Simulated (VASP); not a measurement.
C:

```
CELL_PARAMETERS angstrom
0.00000 1.78337 1.78337
1.78337 0.00000 1.78337
1.78337 1.78337 0.00000
ATOMIC_POSITIONS crystal
C 0.75000 0.75000 0.75000
C 0.50000 0.50000 0.50000
```

Base run:

```yaml
Program: VASP 6.6.1
Functional: PBE
Dispersion: D3(BJ)
Potentials_or_basis: VASP PAW PBE potentials, release 64 (C)
Cutoff: 520 eV
k_mesh: 13 × 13 × 13
Occupations: fermi-dirac, width 0.05 eV
Spin: no spin polarisation
```

Its results: band gap on the k mesh 4.14 eV, indirect (least direct gap 5.59 eV); pressure -2.9 GPa.

**Question.** The run is repeated on the same cell with these changes: functional from PBE to BLYP. What comes out?

**Answer.** Band gap on the k mesh 4.47 eV, indirect (least direct gap 5.74 eV); pressure 1.5 GPa.

BLYP binds less tightly than PBE, so the same cell stands under more pressure.

Caveats: the PAW data sets were made with another functional, which shifts forces and pressure a little (some runs).

A k mesh can miss the band edges.
